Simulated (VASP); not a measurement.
# SiC (F-43m) in VASP: elastic constants with PBE

Aim: the elastic constants of SiC with PBE.

Program: VASP 6.6.1. These are calculated values, not measurements. Logs are shortened: lines on timing, memory, paths and dates and some standing lists are left out, and cuts for length are marked.

### 1 The cell of the first run

Symmetry: F-43m, No. 216, cubic system. Conventional cell: a = 4.380 Å, b = 4.380 Å, c = 4.380 Å, α = 90.00°, β = 90.00°, γ = 90.00°. Within 2.5 Å of Si (site symmetry -43m) lie 4 C at 1.90 Å. C (site symmetry -43m) has 4 Si at 1.90 Å within 2.5 Å.

### 2 Elastic constants, PBE

INCAR

```
SYSTEM = SiC
PREC = Accurate
ENCUT = 600
EDIFF = 1E-8
ISMEAR = 0
SIGMA = 0.01
LREAL = .FALSE.
LASPH = .TRUE.
NELM = 80
ALGO = Normal
ISIF = 3
LWAVE = .FALSE.
LCHARG = .FALSE.
GGA = PE
NBANDS = 11
IBRION = 6
NFREE = 2
POTIM = 0.015
NSW = 1
```

KPOINTS

```
Automatic mesh
0
G
  10 10 10
  0 0 0
```

POSCAR

```
SiC
1.0
    0.0000000000      2.1898721445      2.1898721445
    2.1898721445      0.0000000000      2.1898721445
    2.1898721445      2.1898721445      0.0000000000
Si C
1 1
Direct
    0.0000000000      0.0000000000      0.0000000000
    0.2500000000      0.2500000000      0.2500000000
```

Potentials or basis: VASP PAW PBE potentials, release 64 (Si, C).

The run is started by

```bash
$ cat potpaw_PBE.64/Si/POTCAR potpaw_PBE.64/C/POTCAR > POTCAR
$ mpirun -np 1 vasp_std > vasp.out
```

OUTCAR:

```text
SYSTEM = SiC
   PREC = Accurate
   ENCUT = 600
   EDIFF = 1E-8
   ISMEAR = 0
   LREAL = .FALSE.
   LASPH = .TRUE.
   NELM = 80
   ISIF = 3
   GGA = PE
   IBRION = 6
   NFREE = 2
   POTIM = 0.015
   NSW = 1

 ion  position               nearest neighbor table
   1  0.000  0.000  0.000-   2 1.90   2 1.90   2 1.90   2 1.90
   2  0.250  0.250  0.250-   1 1.90   1 1.90   1 1.90   1 1.90

  LATTYP: Found a face centered cubic cell.
 ALAT       =     4.3797442890

  Lattice vectors:

 A1 = (   0.0000000000,   2.1898721445,   2.1898721445)
 A2 = (   2.1898721445,   0.0000000000,   2.1898721445)
 A3 = (   2.1898721445,   2.1898721445,   0.0000000000)

Analysis of symmetry for initial positions (statically):
=====================================================================
 Subroutine PRICEL returns:
 Original cell was already a primitive cell.

 Routine SETGRP: Setting up the symmetry group for a
 face centered cubic supercell.

 Subroutine GETGRP returns: Found 24 space group operations
 (whereof 24 operations were pure point group operations)
 out of a pool of 48 trial point group operations.

The static configuration has the point symmetry T_d .

Analysis of symmetry for dynamics (positions and initial velocities):
=====================================================================
 Subroutine PRICEL returns:
 Original cell was already a primitive cell.

 Routine SETGRP: Setting up the symmetry group for a
 face centered cubic supercell.

 Subroutine GETGRP returns: Found 24 space group operations
 (whereof 24 operations were pure point group operations)
 out of a pool of 48 trial point group operations.

The dynamic configuration has the point symmetry T_d .

 Subroutine INISYM returns: Found 24 space group operations
 (whereof 24 operations are pure point group operations),
 and found     1 'primitive' translations

[... 350 lines left out ...]
      6      15.1144      0.00000
      7      15.1443      0.00000
      8      15.1763      0.00000
      9      22.3595      0.00000
     10      22.3596      0.00000
     11      24.1892      0.00000
[... 309 lines left out ...]
 k-point    24 :       0.4000    0.3000    0.0000
  band No.  band energies     occupation
      1      -4.2437      2.00000
      2       2.3540      2.00000
      3       4.8445      2.00000
      4       5.3385      2.00000
      5      10.7931      0.00000
      6      13.5027      0.00000
      7      19.4057      0.00000
      8      19.7558      0.00000
      9      21.5125      0.00000
     10      25.8506      0.00000
     11      29.0125      0.00000

 [... further k-points ...]
[... 5 lines left out ...]
  --------------------------------------------------------------------------------------
  -------------------------------------------------------------------------------------
  Total       -0.0246316     -0.0196124     -0.0196124      0.0000000      0.1133003      0.0000000
  in kB       -1.8789574     -1.4960810     -1.4960810      0.0000000      8.6428190      0.0000000
  external PRESSURE =      -1.6237064 kB  Pullay stress =       0.0000000 kB
[... 17 lines left out ...]
  FREE ENERGIE OF THE ION-ELECTRON SYSTEM (eV)
  ---------------------------------------------------
  free  energy   TOTEN  =       -15.0600993213 eV

  energy  without entropy=      -15.0600993213  energy(sigma->0) =      -15.06009932

 INTERNAL STRAIN TENSORS FROM STRAINED CELLS
 ============================================

 INTERNAL STRAIN TENSOR FOR ION    1 for displacements in x,y,z  (eV/Angst):
          X           Y           Z          XY          YZ          ZX
  --------------------------------------------------------------------------------
  x    -0.00000     0.00000    -0.00000    -0.00000     7.55121     0.00000
  y    -0.00000     0.00000     0.00000     0.00000     0.00000     7.55126
  z    -0.00000    -0.00000    -0.00000     7.55127     0.00000    -0.00000

 INTERNAL STRAIN TENSORS FROM DISPLACED ATOMS
 ============================================

 INTERNAL STRAIN TENSOR FOR ION    1 for displacements in x,y,z  (eV/Angst):
          X           Y           Z          XY          YZ          ZX
  --------------------------------------------------------------------------------
  x     0.00000    -0.00000    -0.00000     0.00000     7.54843     0.00000
  y    -0.00000     0.00000    -0.00000     0.00000     0.00000     7.54843
  z    -0.00000    -0.00000     0.00000     7.54843     0.00000     0.00000

 INTERNAL STRAIN TENSOR FOR ION    2 for displacements in x,y,z  (eV/Angst):
          X           Y           Z          XY          YZ          ZX
  --------------------------------------------------------------------------------
  x     0.00000    -0.00000    -0.00000     0.00000    -7.55074     0.00000
  y     0.00000     0.00000     0.00000     0.00000     0.00000    -7.55074
  z    -0.00000    -0.00000     0.00000    -7.55074     0.00000     0.00000

 Eigenvectors and eigenvalues of the dynamical matrix
 ----------------------------------------------------

   1 f  =   23.221544 THz   145.905264 2PiTHz  774.587333 cm-1    96.036546 meV
             X         Y         Z           dx          dy          dz
      0.000000  0.000000  0.000000     0.000000    0.547323    0.000000
      1.094936  1.094936  1.094936     0.000000   -0.836922    0.000000
[... 21 lines left out ...]
   6 f/i=    0.000160 THz     0.001008 2PiTHz    0.005350 cm-1     0.000663 meV
             X         Y         Z           dx          dy          dz
      0.000000  0.000000  0.000000     0.000000    0.000000    0.836922
      1.094936  1.094936  1.094936     0.000000    0.000000    0.547323

--------------------------------------------------------------------------------------------------------

 ELASTIC MODULI CONTR FROM IONIC RELAXATION (kBar)
 Direction    XX          YY          ZZ          XY          YZ          ZX
 --------------------------------------------------------------------------------
 XX          -0.0000     -0.0000     -0.0000     -0.0000      0.0000      0.0000
 YY          -0.0000     -0.0000     -0.0000     -0.0000     -0.0000      0.0000
 ZZ          -0.0000     -0.0000     -0.0000      0.0000     -0.0000      0.0000
 XY          -0.0000     -0.0000      0.0000   -234.2258      0.0000      0.0000
 YZ           0.0000     -0.0000     -0.0000      0.0000   -234.2258      0.0000
 ZX           0.0000      0.0000      0.0000      0.0000      0.0000   -234.2258
 --------------------------------------------------------------------------------

 TOTAL ELASTIC MODULI (kBar)
 Direction    XX          YY          ZZ          XY          YZ          ZX
 --------------------------------------------------------------------------------
 XX        3823.0009   1261.2996   1261.2996     -0.0000      0.0000      0.0000
 YY        1261.2996   3823.0009   1261.2996      0.0000     -0.0000      0.0000
 ZZ        1261.2996   1261.2996   3823.0009      0.0000     -0.0000      0.0000
 XY          -0.0000      0.0000      0.0000   2403.0327      0.0000      0.0000
 YZ           0.0000     -0.0000     -0.0000      0.0000   2403.0327      0.0000
 ZX           0.0000      0.0000      0.0000      0.0000      0.0000   2403.0327
 --------------------------------------------------------------------------------
```

OSZICAR:

```text
N       E                     dE             d eps       ncg     rms          rms(c)
DAV:   1     0.579804024066E+01    0.57980E+01   -0.42123E+03  1050   0.690E+02
DAV:   2    -0.161778159451E+02   -0.21976E+02   -0.20853E+02  1342   0.116E+02
DAV:   3    -0.168725838489E+02   -0.69477E+00   -0.69344E+00  1286   0.173E+01
DAV:   4    -0.168752347220E+02   -0.26509E-02   -0.26507E-02  1186   0.133E+00
[... 186 lines left out ...]
DAV:   3    -0.150600860197E+02    0.70562E-03   -0.24568E-03  4351   0.305E-01    0.275E-02
DAV:   4    -0.150600993548E+02   -0.13335E-04   -0.13419E-04  4545   0.883E-02    0.174E-02
DAV:   5    -0.150600992906E+02    0.64187E-07   -0.26503E-06  4400   0.125E-02    0.234E-03
DAV:   6    -0.150600993202E+02   -0.29532E-07   -0.12106E-07  4539   0.247E-03    0.800E-04
DAV:   7    -0.150600993213E+02   -0.11548E-08   -0.80965E-09  2891   0.646E-04
  17 F= -.15060099E+02 E0= -.15060099E+02  d E =-.193298E-12
```

stdout:

```text
POSCAR found type information on POSCAR SiC
 POSCAR found :  2 types and       2 ions
 scaLAPACK will be used
 LDA part: xc-table for (Slater+PW92), standard interpolation
 POSCAR, INCAR and KPOINTS ok, starting setup
 FFT: planning ... GRIDC
 FFT: planning ... GRID_SOFT
 FFT: planning ... GRID
 WAVECAR not read
 entering main loop
 Found     2 degrees of freedom:
 Adding 6 more for cell shape distortion
 Finite differences POTIM= 0.01500 DOF=   8
 bond charge predicted
 Finite differences progress:
 bond charge predicted
 Finite differences progress:
 bond charge predicted
 Finite differences progress:
 bond charge predicted
 Finite differences progress:
 bond charge predicted
 Finite differences progress:
 bond charge predicted
 Finite differences progress:
 bond charge predicted
 Finite differences progress:
 bond charge predicted
 Finite differences progress:
 bond charge predicted
 Finite differences progress:
 bond charge predicted
 Finite differences progress:
 bond charge predicted
 Finite differences progress:
 bond charge predicted
 Finite differences progress:
 bond charge predicted
 Finite differences progress:
 bond charge predicted
 Finite differences progress:
 bond charge predicted
 Finite differences progress:
 bond charge predicted
 Finite differences progress:
```

Run time: 24 min. Hardware: 1 thread of AMD EPYC 7R13, shared host; peak memory 0.24 GiB.

What came out:

```
Elastic constants C11, C12, C44                         : 382, 126, 240 GPa
Voigt bulk modulus                                      : 212 GPa
Highest phonon frequency at Γ, LO-TO splitting left out : 775 cm⁻¹
```

Phonon frequencies in cm⁻¹ (negative: imaginary):
| q point | frequencies |
| --- | --- |
| (0.000, 0.000, 0.000) | 0 0 0 775 775 775 |

Elastic tensor in Voigt notation (GPa, in the Cartesian axes of the cell as first typed):
```
382 126 126   0   0   0
126 382 126   0   0   0
126 126 382   0   0   0
  0   0   0 240   0   0
  0   0   0   0 240   0
  0   0   0   0   0 240
```

Clamped-ion elastic tensor (GPa):
```
382 126 126   0   0   0
126 382 126   0   0   0
126 126 382   0   0   0
  0   0   0 264   0   0
  0   0   0   0 264   0
  0   0   0   0   0 264
```
